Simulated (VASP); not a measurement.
Crystal: BN.

```
N B
1.0
     2.52465    0.00000    0.00000
    -1.25497    2.19064    0.00000
    -0.63484   -1.09532    3.04256
N B
1 1
Cartesian
  0.6453 -0.3508 2.9969
  1.2379 2.1525 0.0055
```

This cell differs from its parent crystal: volume scaled by 1.02.

Program: VASP 6.6.1. Alike in all runs: task single point; no spin polarisation; cell as given; k mesh 13 × 13 × 9; cutoff (eV) 520; smearing fermi-dirac 0.05 eV.

Order these runs on this cell by their pressure, lowest first.
A. level PBEsol; potentials or basis VASP PAW PBE potentials, release 64 (N, B)
B. level LDA; potentials or basis VASP PAW LDA potentials, release 64 (N, B)
C. level PBE; potentials or basis VASP PAW PBE potentials, release 64 (N, B)

B (-8.5 GPa), A (-3.3 GPa), C (-0.2 GPa).

Caveats: the PAW data sets were made with another functional, which shifts forces and pressure a little (some runs).
